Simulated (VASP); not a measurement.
# Au (Fm-3m) in VASP: a series of runs

Au is run at these levels: RPBE+D4; tasks: single point.

All numbers are computed with VASP 6.6.1; they aren't measurements. Logs are shortened: lines on timing, memory, paths and dates and some standing lists are left out, and cuts for length are marked.

### 1 The cell of the first run

Symmetry: Fm-3m, No. 225, cubic system. Conventional cell: a = 4.015 Å, b = 4.015 Å, c = 4.015 Å, α = 90.00°, β = 90.00°, γ = 90.00°. Within 3.7 Å of Au (site symmetry m-3m) lie 12 Au at 2.84 Å.

### 2 Single point, RPBE+D4, collinear spin, ferromagnetic start (volume scaled by 0.96)

Contents of INCAR:

```
SYSTEM = Au
  ALGO = Normal
  EDIFF = 1E-6
  ENCUT = 520
  GGA = RP
  ISIF = 2
  ISMEAR = -1
  ISPIN = 2
  IVDW = 13
  LASPH = .True.
  LCHARG = .False.
  LMAXMIX = 4
  LORBIT = 11
  LREAL = .False.
  LWAVE = .False.
  MAGMOM = -0.11
  NBANDS = 16
  NELM = 150
  PREC = Accurate
  SIGMA = 0.025
```

Contents of KPOINTS:

```
k-points
0
Gamma
  11 11 11
  0 0 0
```

Contents of POSCAR:

```
Au
1.0
    0.0000000000      2.0074966285      2.0074966285
    2.0074966285      0.0000000000      2.0074966285
    2.0074966285      2.0074966285      0.0000000000
Au
1
Direct
    0.0000000000      0.0000000000      0.0000000000
```

Potentials or basis: VASP PAW PBE potentials, release 64 (Au).

The run is started by

```bash
$ cat potpaw_PBE.64/Au/POTCAR > POTCAR
$ mpirun -np 1 vasp_std > vasp.out
```

OUTCAR:

```text
SYSTEM = Au
   EDIFF = 1E-6
   ENCUT = 520
   GGA = RP
   ISIF = 2
   ISMEAR = -1
   ISPIN = 2
   IVDW = 13
   LASPH = .True.
   LORBIT = 11
   LREAL = .False.
   NELM = 150
   PREC = Accurate

 ion  position               nearest neighbor table
   1  0.000  0.000  0.000-

  LATTYP: Found a face centered cubic cell.
 ALAT       =     4.0149932570

  Lattice vectors:

 A1 = (   0.0000000000,   2.0074966285,   2.0074966285)
 A2 = (   2.0074966285,   0.0000000000,   2.0074966285)
 A3 = (   2.0074966285,   2.0074966285,   0.0000000000)

Analysis of symmetry for initial positions (statically):
=====================================================================
 Subroutine PRICEL returns:
 Original cell was already a primitive cell.

 Routine SETGRP: Setting up the symmetry group for a
 face centered cubic supercell.

 Subroutine GETGRP returns: Found 48 space group operations
[... 9 lines left out ...]

 Routine SETGRP: Setting up the symmetry group for a
 face centered cubic supercell.

 Subroutine GETGRP returns: Found 48 space group operations
 (whereof 48 operations were pure point group operations)
 out of a pool of 48 trial point group operations.

The dynamic configuration has the point symmetry O_h .

Analysis of structural, dynamic, and magnetic symmetry:
=====================================================================
 Subroutine PRICEL returns:
 Original cell was already a primitive cell.

 Routine SETGRP: Setting up the symmetry group for a
 face centered cubic supercell.

 Subroutine GETGRP returns: Found 48 space group operations
 (whereof 48 operations were pure point group operations)
 out of a pool of 48 trial point group operations.

The overall configuration has the point symmetry O_h .

 Subroutine INISYM returns: Found 48 space group operations
[... 5 lines left out ...]
                                     Primitive cell

  volume of cell :      16.1806

  direct lattice vectors                    reciprocal lattice vectors
     0.000000000  2.007496629  2.007496629    -0.249066421  0.249066421  0.249066421
     2.007496629  0.000000000  2.007496629     0.249066421 -0.249066421  0.249066421
     2.007496629  2.007496629  0.000000000     0.249066421  0.249066421 -0.249066421

  length of vectors
     2.839028958  2.839028958  2.839028958     0.431395695  0.431395695  0.431395695

  position of ions in fractional coordinates (direct lattice)
     0.000000000  0.000000000  0.000000000

  ion indices of the primitive-cell ions
   primitive index   ion index
                 1           1

----------------------------------------------------------------------------------------

 KPOINTS: k-points

Automatic generation of k-mesh.
 Grid dimensions read from file:
 generate k-points for:   11   11   11

 Generating k-lattice:

  Cartesian coordinates                     Fractional coordinates (reciprocal lattice)
    -0.022642402  0.022642402  0.022642402     0.090909091  0.000000000  0.000000000
     0.022642402 -0.022642402  0.022642402     0.000000000  0.090909091  0.000000000
     0.022642402  0.022642402 -0.022642402     0.000000000  0.000000000  0.090909091

  Length of vectors
     0.039217790  0.039217790  0.039217790

  Shift w.r.t. Gamma in fractional coordinates (k-lattice)
     0.000000000  0.000000000  0.000000000

 Subroutine IBZKPT returns following result:
 ===========================================

 Found     56 irreducible k-points:

 Following reciprocal coordinates:
            Coordinates               Weight
  0.000000  0.000000  0.000000      1.000000
  0.090909  0.000000  0.000000      8.000000
  0.181818  0.000000  0.000000      8.000000
  0.272727  0.000000  0.000000      8.000000
  0.363636  0.000000  0.000000      8.000000
  0.454545  0.000000  0.000000      8.000000
[... 16 lines left out ...]
 -0.272727  0.181818  0.000000     24.000000
 -0.181818  0.181818  0.000000     12.000000
 [... further k-points ...]
   k-points           NKPTS =     56   k-points in BZ     NKDIM =     56   number of bands    NBANDS=     16
   number of dos      NEDOS =    301   number of ions     NIONS =      1
   total plane-waves  NPLWV =  13824
   dimension x,y,z NGX =    24 NGY =   24 NGZ =   24
   dimension x,y,z NGXF=    48 NGYF=   48 NGZF=   48
   ions per type =               1
   NGX,Y,Z   is equivalent  to a cutoff of  14.05, 14.05, 14.05 a.u.
   NGXF,Y,Z  is equivalent  to a cutoff of  28.11, 28.11, 28.11 a.u.
 SYSTEM =  Au
   PREC   = accura    normal or accurate (medium, high low for compatibility)
   ISTART =      0    job   : 0-new  1-cont  2-samecut
   ICHARG =      2    charge: 1-file 2-atom 10-const
   ISPIN  =      2    spin polarized calculation?
   LNONCOLLINEAR =      F non collinear calculations
   LSORBIT =      F    spin-orbit coupling
   LASPH  =      T    aspherical Exc in radial PAW
   ENCUT  =  520.0 eV  38.22 Ry    6.18 a.u.   5.28  5.28  5.28*2*pi/ulx,y,z
   NELM   =    150;   NELMIN=  2; NELMDL= -5     # of ELM steps
   EDIFF  = 0.1E-05   stopping-criterion for ELM
   LREAL  =      F    real-space projection
   EDIFFG = 0.1E-04   stopping-criterion for IOM
   NSW    =      0    number of steps for IOM
   IBRION =     -1    ionic relax: 0-MD 1-quasi-New 2-CG
   NFREE  =      0    steps in history (QN), initial steepest desc. (CG)
   ISIF   =      2    stress and relaxation
   ISYM   =      2    0-nonsym 1-usesym 2-fastsym
   POTIM  = 0.5000    time-step for ionic-motion
   TEBEG  =    0.0;   TEEND  =   0.0 temperature during run
   PSTRESS=    0.0 pullay stress
   NELECT =      11.0000    total number of electrons
   NUPDOWN=      -1.0000    fix difference up-down
   EMIN   =  10.00;   EMAX   =-10.00  energy-range for DOS
   EFERMI =   0.00;   METHOD = LEGACY
   ISMEAR =    -1;   SIGMA  =   0.03  broadening in eV -4-tet -1-fermi 0-gaus
   EFERMI_NEDOS =   21; number of points for ismear=-14 and -15
   IALGO  =     38    algorithm
   IMIX   =      4    mixing-type and parameters
     AMIX     =   0.40;   BMIX     =  1.00
     AMIX_MAG =   1.60;   BMIX_MAG =  1.00
  volume/ion in A,a.u.               =      16.18       109.19
  Fermi-wavevector in a.u.,A,eV,Ry     =   1.439486  2.720235 28.192920  2.072121
  Thomas-Fermi vector in A             =   2.558337
   LORBIT       =     11    0 simple, 1 ext, 2 COOP (PROOUT), +10 PAW based schemes
   GGA     = RP    functional components
   LHFCALC =     F    Hartree Fock is set to
   AEXX    =    0.0000 exact exchange contribution
   IVDW    =    13    specifies the selected vdW correction
   LEPSILON=     F    determine dielectric tensor
   LRPA    =     F    only Hartree local field effects (RPA)
 spin polarized calculation
  energy-cutoff  :      520.00
  volume of cell :       16.18
 maximum number of plane-waves:       445
 NGX is ok and might be reduce to    24
   NGX = 11   NGY = 11   NGZ = 11

 number of electron      11.0000000 magnetization      -0.0012495

 number of electron      11.0000000 magnetization       0.0001211

 Free energy of the ion-electron system (eV)
  ---------------------------------------------------
  ext. energy  EPLUGINS =         0.00000000
  ---------------------------------------------------
  free energy    TOTEN  =        -2.49680024 eV

  energy without entropy =       -2.49655771  energy(sigma->0) =       -2.49667897

 E-fermi :  10.4700     XC(G=0): -12.9502

 val. band max:       10.3617037220   @ k =   0.4545   0.2727   0.0000
 cond. band min:      10.5499316870   @ k =  -0.4545   0.0909   0.0000
 fundamental gap:      0.1882279650
 Fermi energy:        10.4700226346

 spin component 1

 k-point     1 :       0.0000    0.0000    0.0000
  band No.  band energies     occupation
      1       0.0826      1.00000
      2       5.4821      1.00000
      3       5.4821      1.00000
      4       5.4821      1.00000
      5       7.1320      1.00000
      6       7.1320      1.00000
[... 8 lines left out ...]
     15      41.4142      0.00000
     16      41.4142      0.00000

 k-point     2 :       0.0909    0.0000    0.0000
  band No.  band energies     occupation
      1       0.3825      1.00000
      2       5.3827      1.00000
      3       5.5847      1.00000
      4       5.5847      1.00000
      5       7.0869      1.00000
      6       7.0869      1.00000
[... 8 lines left out ...]
     15      41.9568      0.00000
     16      41.9568      0.00000
[... 387 lines left out ...]
      5       7.1236      1.00000
      6       9.5456      1.00000
[... 8 lines left out ...]
     15      42.4889      0.00000
     16      44.6394      0.00000

 k-point    24 :      -0.1818    0.1818    0.0000
  band No.  band energies     occupation
      1       2.7606      1.00000
      2       4.8134      1.00000
      3       5.6865      1.00000
      4       6.4260      1.00000
      5       6.4629      1.00000
      6       8.4396      1.00000
[... 8 lines left out ...]
     15      42.3368      0.00000
     16      43.6060      0.00000

 [... further k-points ...]

 spin component 2

 k-point     1 :       0.0000    0.0000    0.0000
  band No.  band energies     occupation
      1       0.0827      1.00000
      2       5.4821      1.00000
      3       5.4821      1.00000
      4       5.4821      1.00000
      5       7.1320      1.00000
      6       7.1320      1.00000
[... 8 lines left out ...]
     15      41.4142      0.00000
     16      41.4142      0.00000

 k-point     2 :       0.0909    0.0000    0.0000
  band No.  band energies     occupation
      1       0.3825      1.00000
      2       5.3826      1.00000
      3       5.5847      1.00000
      4       5.5847      1.00000
      5       7.0868      1.00000
      6       7.0868      1.00000
[... 8 lines left out ...]
     15      41.9568      0.00000
     16      41.9568      0.00000
[... 387 lines left out ...]
      5       7.1236      1.00000
      6       9.5456      1.00000
[... 8 lines left out ...]
     15      42.4889      0.00000
     16      44.6395      0.00000

 k-point    24 :      -0.1818    0.1818    0.0000
  band No.  band energies     occupation
      1       2.7607      1.00000
      2       4.8134      1.00000
      3       5.6865      1.00000
      4       6.4260      1.00000
      5       6.4628      1.00000
      6       8.4396      1.00000
[... 8 lines left out ...]
     15      42.3369      0.00000
     16      43.6062      0.00000

 [... further k-points ...]

------------------------ aborting loop because EDIFF is reached ----------------------------------------

  DFT-D4 for vdW energy calculation

  Edisp (eV):   -1.36852

  FORCE on cell =-STRESS in cart. coord.  units (eV):
  Direction    XX          YY          ZZ          XY          YZ          ZX
  --------------------------------------------------------------------------------------
  -------------------------------------------------------------------------------------
  Total       1.14795     1.14795     1.14795     0.00000     0.00000    -0.00000
  in kB     113.66802   113.66802   113.66802     0.00000     0.00000    -0.00000
  external pressure =      113.67 kB  Pullay stress =        0.00 kB

 VOLUME and BASIS-vectors are now :
 -----------------------------------------------------------------------------
  energy-cutoff  :      520.00
  volume of cell :       16.18
      direct lattice vectors                 reciprocal lattice vectors
     0.000000000  2.007496629  2.007496629    -0.249066421  0.249066421  0.249066421
     2.007496629  0.000000000  2.007496629     0.249066421 -0.249066421  0.249066421
     2.007496629  2.007496629  0.000000000     0.249066421  0.249066421 -0.249066421

 POSITION                                       TOTAL-FORCE (eV/Angst)
 -----------------------------------------------------------------------------------
      0.00000      0.00000      0.00000        -0.000000     -0.000000     -0.000000
 -----------------------------------------------------------------------------------
    total drift:                                0.000000      0.000000      0.000000

  FREE ENERGIE OF THE ION-ELECTRON SYSTEM (eV)
  ---------------------------------------------------
  free  energy   TOTEN  =        -3.8653199955 eV

  energy  without entropy=       -3.8650774647  energy(sigma->0) =       -3.86519873

 total charge

# of ion       s       p       d       tot
------------------------------------------
    1        0.558   0.399   8.783   9.740

 magnetization (x)

# of ion       s       p       d       tot
------------------------------------------
    1       -0.000   0.000  -0.000  -0.000
```

Wall time 18 s (1 thread of Intel Xeon Platinum 8488C (Sapphire Rapids), shared host); peak memory 0.16 GiB.

Results:

- Free energy: -3.8653 eV
- Pressure: 11.4 GPa
- Net moment: 0.00 μB per cell
- Valence electrons inside the program's atomic spheres: Au 9.74
- Dispersion energy per atom: -1.369 eV

Levels at points of the mesh, in eV from the Fermi level:
Spin up:
```tsv
k point	band 3	band 4	band 5	band 6	band 7	band 8	band 9	band 10
(0.00, 0.00, 0.00)	-4.99	-4.99	-3.34	-3.34	14.42	18.74	18.74	18.74
```
Spin down:
```csv
k point,band 3,band 4,band 5,band 6,band 7,band 8,band 9,band 10
"(0.00, 0.00, 0.00)",-4.99,-4.99,-3.34,-3.34,14.42,18.74,18.74,18.74
```

Caveat: the cell differs from its parent crystal (volume scaled by 0.96); the PAW data sets were made with another functional, which shifts forces and pressure a little; spin-orbit coupling is left out, which moves the levels of the heavy elements; pairwise dispersion overbinds metals, which lowers pressure and volume.

### 3 Single point, RPBE+D4, collinear spin, ferromagnetic start (volume scaled by 0.98)

Contents of INCAR:

```
PREC = Accurate
ENCUT = 520
EDIFF = 1E-6
ISMEAR = -1
SIGMA = 0.025
LREAL = F
LASPH = T
NELM = 150
ALGO = Normal
ISIF = 2
LWAVE = F
LCHARG = T
ISPIN = 2
MAGMOM = -0.11
LORBIT = 11
LMAXMIX = 4
GGA = RP
IVDW = 13
LELF = T
LVHAR = T
NBANDS = 16
```

Contents of KPOINTS:

```
Automatic mesh
0
Gamma
  11 11 11
```

Contents of POSCAR:

```
Au
1.0
    0.0000000000      2.0213418704      2.0213418704
    2.0213418704      0.0000000000      2.0213418704
    2.0213418704      2.0213418704      0.0000000000
Au
1
Direct
    0.0000000000      0.0000000000      0.0000000000
```

Potentials or basis: VASP PAW PBE potentials, release 64 (Au).

The run is started by

```bash
$ cat potpaw_PBE.64/Au/POTCAR > POTCAR
$ mpirun -np 1 vasp_std > vasp.out
```

Run time: 23 s. Hardware: 1 thread of Intel Xeon Platinum 8488C (Sapphire Rapids), shared host; peak memory 0.16 GiB.

Results (log left out):

```
Free energy                                           : -3.8848 eV
Pressure                                              : 6.9 GPa
Net moment                                            : 0.00 μB per cell
Valence electrons inside the program's atomic spheres : Au 9.71
Dispersion energy per atom                            : -1.343 eV
```

Levels at points of the mesh, in eV from the Fermi level:
Spin up:
| k point | band 2 | band 3 | band 4 | band 5 | band 6 | band 7 | band 8 | band 9 | band 10 | band 11 |
| --- | --- | --- | --- | --- | --- | --- | --- | --- | --- | --- |
| (0.00, 0.00, 0.00) | -4.89 | -4.89 | -4.89 | -3.30 | -3.30 | 14.43 | 18.64 | 18.64 | 18.64 | 23.62 |
Spin down:
```tsv
k point	band 2	band 3	band 4	band 5	band 6	band 7	band 8	band 9	band 10	band 11
(0.00, 0.00, 0.00)	-4.89	-4.89	-4.89	-3.30	-3.30	14.43	18.64	18.64	18.64	23.62
```

Caveat: the cell differs from its parent crystal (volume scaled by 0.98); the PAW data sets were made with another functional, which shifts forces and pressure a little; spin-orbit coupling is left out, which moves the levels of the heavy elements; pairwise dispersion overbinds metals, which lowers pressure and volume.

### 4 Single point, RPBE+D4, collinear spin, ferromagnetic start

This run uses another cell than the first one, of 16.85 Å³/atom, 1.042 times its volume.

Contents of INCAR:

```
SYSTEM = Au
ALGO = Fast ; EDIFF = 1E-6
ENCUT = 520 ; GGA = RP
ISIF = 2 ; ISMEAR = -1
ISPIN = 2 ; IVDW = 13
LASPH = .True. ; LCHARG = .True.
LELF = .True. ; LMAXMIX = 4
LORBIT = 11 ; LREAL = .False.
LVHAR = .True. ; LWAVE = .False.
MAGMOM = -0.11 ; NBANDS = 16
NELM = 150 ; PREC = Accurate
SIGMA = 0.025
```

Contents of KPOINTS:

```
k-points
0
Gamma
  11 11 11
  0 0 0
```

Contents of POSCAR:

```
Au
1.0
    0.0000000000      2.0350000000      2.0350000000
    2.0350000000      0.0000000000      2.0350000000
    2.0350000000      2.0350000000      0.0000000000
Au
1
Direct
    0.0000000000      0.0000000000      0.0000000000
```

The run is started by

```bash
$ cat potpaw_PBE.64/Au/POTCAR > POTCAR
$ mpirun -np 1 vasp_std > vasp.out
```

Wall time 25 s (1 thread of Intel Xeon Platinum 8488C (Sapphire Rapids), shared host); peak memory 0.16 GiB.

Results (log left out):

```yaml
Free_energy: -3.8955 eV
Pressure: 3.1 GPa
Net_moment: 0.00 μB per cell
Valence_electrons_inside_the_program's_atomic_spheres: Au 9.68
Dispersion_energy_per_atom: -1.318 eV
```

Levels at points of the mesh, in eV from the Fermi level:
Spin up:
| k point | band 3 | band 4 | band 5 | band 6 | band 7 | band 8 | band 9 | band 10 |
| --- | --- | --- | --- | --- | --- | --- | --- | --- |
| (0.00, 0.00, 0.00) | -4.81 | -4.81 | -3.28 | -3.28 | 14.44 | 18.53 | 18.53 | 18.53 |
Spin down:
```tsv
k point	band 3	band 4	band 5	band 6	band 7	band 8	band 9	band 10
(0.00, 0.00, 0.00)	-4.81	-4.81	-3.28	-3.28	14.44	18.53	18.53	18.53
```

Caveat: the PAW data sets were made with another functional, which shifts forces and pressure a little; spin-orbit coupling is left out, which moves the levels of the heavy elements; pairwise dispersion overbinds metals, which lowers pressure and volume.

[end of part 1 of 2]
